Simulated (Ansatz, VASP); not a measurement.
**Two plane-wave programs on Cu2O**

File INCAR:

```
PREC     = Accurate       # precision mode
ENCUT    = 600            # plane-wave cutoff, eV
EDIFF    = 1E-7           # SCF threshold, eV
ISMEAR   = 0              # smearing method
SIGMA    = 0.01           # smearing width, eV
LREAL    = False          # projectors in reciprocal space
LASPH    = True           # aspherical terms in the spheres
NELM     = 120            # most SCF steps
ALGO     = Normal         # electronic algorithm
ISIF     = 3              # what is computed and relaxed
LWAVE    = False          # write WAVECAR
LCHARG   = False          # write CHGCAR
GGA      = PE             # functional
IVDW     = 13             # dispersion correction
IBRION   = 2              # ionic algorithm
NSW      = 80             # ionic steps
EDIFFG   = -0.01          # ionic threshold
GGA_COMPAT= False        
NELMIN   = 4
```

File KPOINTS:

```
Automatic mesh
0
Gamma
  6 6 6
```

File POSCAR:

```
Cu2O
1.0
    4.2600000000      0.0000000000      0.0000000000
    0.0000000000      4.2600000000      0.0000000000
    0.0000000000      0.0000000000      4.2600000000
Cu O
4 2
Direct
    0.2500000000      0.2500000000      0.2500000000
    0.2500000000      0.7500000000      0.7500000000
    0.7500000000      0.7500000000      0.2500000000
    0.7500000000      0.2500000000      0.7500000000
    0.0000000000      0.0000000000      0.0000000000
    0.5000000000      0.5000000000      0.5000000000
```

Input for Ansatz:

```yaml
crystal:
  lattice:
    - [4.26, 0.0, 0.0]
    - [0.0, 4.26, 0.0]
    - [0.0, 0.0, 4.26]
  atoms:
    - { symbol: Cu, position: [0.25, 0.25, 0.25] }
    - { symbol: Cu, position: [0.25, 0.75, 0.75] }
    - { symbol: Cu, position: [0.75, 0.75, 0.25] }
    - { symbol: Cu, position: [0.75, 0.25, 0.75] }
    - { symbol: O, position: [0.0, 0.0, 0.0] }
    - { symbol: O, position: [0.5, 0.5, 0.5] }
kpoints:
  mp_grid:
    grid: [6, 6, 6]
hamiltonian:
  xc: pbe
  dispersion: d4
scf:
  occupations:
    method: fixed
relax:
  max_steps: 60
  cell: {}
```

Alike in both runs: task relaxation of cell and atoms; functional PBE; dispersion D4; k mesh 6 × 6 × 6; no spin polarisation.

```csv
,VASP,Ansatz
version,VASP 6.6.1,Ansatz 0.2.0
potentials or method,"VASP PAW PBE potentials, release 64 (Cu, O)","plane waves, PAW"
plane-wave cutoff (eV),600,420
occupations,"gaussian, width 0.01 eV",fixed
valence electrons in the cell,56,88
```

```csv
,VASP,Ansatz,Ansatz less VASP
relaxed volume (Å³/atom),12.91,12.82,-0.085
relaxed cell length with the largest relative difference (Å),4.263,4.253,-0.0094
```

VASP's potentials hold 56 valence electrons a cell and Ansatz's 88, so a difference there can come from the potentials and not from the codes.
